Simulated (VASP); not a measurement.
The system is CO.

```xyz
8
Lattice="5.6639 0.0000 0.0000 0.0000 5.6639 0.0000 0.0000 0.0000 5.6639" Properties=species:S:1:pos:R:3 pbc="T T T"
C     5.4625    5.4625    5.4625
C     3.0334    0.2014    2.6306
C     2.6306    3.0334    0.2014
C     0.2014    2.6306    3.0334
O     0.4487    0.4487    0.4487
O     2.3832    5.2152    3.2807
O     3.2807    2.3832    5.2152
O     5.2152    3.2807    2.3832
```

- Program: VASP 6.6.1
- Task: relaxation of cell and atoms
- Functional: r2SCAN
- Potentials or basis: VASP PAW PBE potentials, release 64 (C, O)
- Cutoff: 600 eV
- k mesh: 4 × 4 × 4
- Occupations: gaussian, width 0.02 eV
- Spin: no spin polarisation

At the start: pressure 1.2 GPa; volume 22.71 Å³/atom.

Where does the relaxation end?

Over 14 steps the energy falls by 3.9 meV/atom and the volume is 20.72 Å³/atom (-8.8 %); space group P2_13 (No. 198, to 0.1 Å) before and after.

Step by step:
```tsv
step	energy change (eV)	largest force (eV/Å)	pressure (GPa)	volume (Å³)
1	0.0000	1.0697	1.19	181.70
2	2.0437	8.7081	-12.58	186.17
3	-0.0175	0.0997	-0.35	182.04
4	-0.0177	0.0048	-0.22	182.01
5	-0.0178	0.0242	-0.19	182.00
6	-0.0186	0.0255	-0.19	181.41
7	-0.0209	0.0303	-0.17	179.65
8	-0.0250	0.0450	-0.11	176.18
9	-0.0300	0.0945	0.06	169.37
10	-0.0219	0.2885	0.72	156.28
11	-0.0303	0.1954	0.27	166.49
12	-0.0306	0.1443	0.20	166.30
13	-0.0309	0.0173	0.03	165.81
14	-0.0309	0.0060	0.01	165.77
```

Final structure:
```
C O
1.0
     5.49333    0.00000    0.00000
     0.00000    5.49333    0.00000
     0.00000    0.00000    5.49333
C O
4 4
Direct
  0.96262 0.96262 0.96262
  0.53738 0.03738 0.46262
  0.46262 0.53738 0.03738
  0.03738 0.46262 0.53738
  0.08186 0.08186 0.08186
  0.41814 0.91814 0.58186
  0.58186 0.41814 0.91814
  0.91814 0.58186 0.41814
```

Caveat: the PAW data sets were made with another functional, which shifts forces and pressure a little.
